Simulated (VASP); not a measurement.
Input of a VASP 6.6.1 run:

POSCAR

```
SiGe
1.0
    3.8458119777      0.0000000000      0.0000000000
   -1.9229059889      3.3305708708      0.0000000000
    0.0000000000      0.0000000000      6.4536796691
Si Ge
2 2
Direct
    0.6666666667      0.3333333333      0.8744661518
    0.3333333333      0.6666666667      0.3744661518
    0.6666666667      0.3333333333      0.5005328482
    0.3333333333      0.6666666667      0.0005328482
```

File INCAR.step1:

```
SYSTEM = SiGe
ALGO     = Normal         ! electronic algorithm
EDIFF    = 1E-4           ! SCF threshold, eV
ENCUT    = 520            ! plane-wave cutoff, eV
GGA      = PE             ! functional
ISMEAR   = 0              ! smearing method
LASPH    = .True.         ! aspherical terms in the spheres
LCHARG   = .False.        ! write CHGCAR
LREAL    = .False.        ! projectors in reciprocal space
LWAVE    = .True.         ! write WAVECAR
NBANDS   = 26             ! bands
NELM     = 60             ! most SCF steps
PREC     = Accurate       ! precision mode
SIGMA    = 0.05           ! smearing width, eV
```

File INCAR.step2:

```
SYSTEM = SiGe
ALGO     = Normal         ! electronic algorithm
EDIFF    = 1E-6           ! SCF threshold, eV
ENCUT    = 520            ! plane-wave cutoff, eV
ISIF     = 2              ! what is computed and relaxed
ISMEAR   = 0              ! smearing method
ISTART   = 1            
LASPH    = .True.         ! aspherical terms in the spheres
LCHARG   = .False.        ! write CHGCAR
LMIXTAU  = .True.       
LREAL    = .False.        ! projectors in reciprocal space
LWAVE    = .False.        ! write WAVECAR
METAGGA  = R2SCAN         ! meta-GGA
NBANDS   = 26             ! bands
NELM     = 60             ! most SCF steps
PREC     = Accurate       ! precision mode
SIGMA    = 0.05           ! smearing width, eV
```

The input KPOINTS:

```
k-points
0
Gamma
  12 12 4
  0 0 0
```

Potentials or basis: VASP PAW PBE potentials, release 64 (Si, Ge_d).

Launch:

```sh
$ cat potpaw_PBE.64/Si/POTCAR potpaw_PBE.64/Ge_d/POTCAR > POTCAR
$ cp INCAR.step1 INCAR
$ mpirun -np 1 vasp_std > vasp.out
$ cp INCAR.step2 INCAR
$ mpirun -np 1 vasp_std > vasp.out
```

**Question.** Predict the band gap on the k mesh.

**Answer.** 0.69 eV (least direct gap 1.04 eV).

**Question.** Estimate the largest force.

**Answer.** 0.174 eV/Å.

**Question.** What does it give for the pressure?

**Answer.** 2.7 GPa.

Stress tensor (GPa, compression positive):
```
3.87 0.00 0.00
0.00 3.87 0.00
0.00 0.00 0.38
```

Caveat: the cell differs from its parent crystal (strain -0.015 along x and y, +0.000 along z); the PAW data sets were made with another functional, which shifts forces and pressure a little. A k mesh can miss the band edges.
